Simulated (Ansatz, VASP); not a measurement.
GaSb: VASP beside Ansatz

Contents of INCAR:

```
ALGO = Normal ; EDIFF = 1E-6
ENCUT = 520 ; GGA = PE
ISIF = 2 ; ISMEAR = 0
LASPH = T ; LCHARG = F
LREAL = F ; LWAVE = F
NBANDS = 16 ; NELM = 60
PREC = Accurate ; SIGMA = 0.15
```

KPOINTS

```
k-points
0
Gamma
  16 16 16
```

File POSCAR:

```
GaSb
1.0
   -1.6459539478      2.6596378796      2.7388012409
    1.6459539478     -2.6596378796      2.7388012409
    1.6459539478      2.6596378796     -2.7388012409
Ga Sb
1 1
Direct
    0.0000000000      0.0000000000      0.0000000000
    0.5000000000      0.5000000000      0.0000000000
```

Input for Ansatz:

```yaml
crystal:
  lattice:
    - [-1.6459539478, 2.6596378796, 2.7388012409]
    - [1.6459539478, -2.6596378796, 2.7388012409]
    - [1.6459539478, 2.6596378796, -2.7388012409]
  atoms:
    - { symbol: Ga, position: [0.0, 0.0, 0.0] }
    - { symbol: Sb, position: [0.5, 0.5, 0.0] }
basis:
  ecutwfc: 420
kpoints:
  mp_grid: { grid: [16, 16, 16] }
hamiltonian:
  xc: pbe
  pseudopotentials: { kind: paw, azcp: { folder: soft_1 } }
scf:
  occupations: { method: gaussian, width: 0.15 }
output:
  forces: true
  stress: true
  eigenvalues: true
```

Change from the starting cell: strain +e along x and -e along y +0.0000, strain +e along z and -e/2 along x and y -0.0500.

Alike in both runs: task single point; functional PBE; k mesh 16 × 16 × 16; occupations gaussian, width 0.15 eV; no spin polarisation.

```csv
,VASP,Ansatz
version,VASP 6.6.1,Ansatz 0.2.0
potentials or method,"VASP PAW PBE potentials, release 64 (Ga_d, Sb), cutoff 520 eV","scalar-relativistic, plane waves, PAW"
valence electrons in the cell,18,28
```

```csv
,VASP,Ansatz,Ansatz less VASP
gap on the k mesh at the Fermi level (eV),none,none,-
pressure (GPa),0.9,0.9,-0.03
"traceless stress, the component that is largest in VASP (GPa)",6.60,6.54,-0.057
```

A gap of «none» marks a metal or a gap that the smearing closes. The functional is the same, so the differences come from potentials, cutoffs and numerics. VASP's potentials hold 18 valence electrons a cell and Ansatz's 28, so a difference there can come from the potentials and not from the codes.

Spin-orbit coupling is off throughout.
